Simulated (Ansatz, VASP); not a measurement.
## One calculation of Mn, two programs

INCAR

```
PREC = Accurate
ENCUT = 520
EDIFF = 1E-6
ISMEAR = -1
SIGMA = 0.1
LREAL = False
LASPH = True
NELM = 80
ALGO = Normal
ISIF = 2
LWAVE = False
LCHARG = True
GGA = PS
LELF = True
LVHAR = True
NBANDS = 20
```

Contents of KPOINTS:

```
regular mesh
0
Gamma
  17 17 9
```

File POSCAR:

```
Mn
1.0
    2.4535099019      0.0000000000      0.0000000000
   -1.2267549509      2.1248019035      0.0000000000
    0.0000000000      0.0000000000      3.9634435015
Mn
2
Direct
    0.3333333333      0.6666666667      0.2500000000
    0.6666666667      0.3333333333      0.7500000000
```

Input for Ansatz:

```yaml
crystal:
  lattice:
    - [2.4535099019, 0.0, 0.0]
    - [-1.2267549509, 2.1248019035, 0.0]
    - [0.0, 0.0, 3.9634435015]
  atoms:
    - { symbol: Mn, position: [0.3333333333, 0.6666666667, 0.25] }
    - { symbol: Mn, position: [0.6666666667, 0.3333333333, 0.75] }
hamiltonian:
  xc: pbesol
  pseudopotentials:
    kind: paw
    azcp:
      Mn: "pseudopotentials/Mn.paw.azcp"
basis:
  ecutwfc: 420
  fft_grid_basis: typed
kpoints:
  mp_grid: { grid: [17, 17, 9], shift: [0, 0, 0] }
magnetization:
  spin_polarized: false
scf:
  occupations: { method: fermi_dirac, width: 0.1 }
  lower_state_search: "off"
output:
  stress: true
```

Alike in both runs: task single point; functional PBEsol; k mesh 17 × 17 × 9; occupations fermi-dirac, width 0.1 eV; no spin polarisation.

|  | VASP | Ansatz |
| --- | --- | --- |
| version | VASP 6.6.1 | Ansatz 0.2.0 |
| potentials or method | VASP PAW PBE potentials, release 64 (Mn_pv), cutoff 520 eV | plane waves (420 eV) with PAW, scalar-relativistic |
| valence electrons in the cell | 26 | 30 |

Ansatz gave:

* pressure (GPa): 0.0
* traceless stress, the component that is largest in VASP (GPa): -0.06

What did VASP give for the same quantities?

Pressure (GPa): 0.0; traceless stress, the component that is largest in VASP (GPa): -0.16.

VASP's potentials were made for PBE, not for PBEsol, and Ansatz warns of the same on its side. VASP's potentials hold 26 valence electrons a cell and Ansatz's 30, so a difference there can come from the potentials and not from the codes.
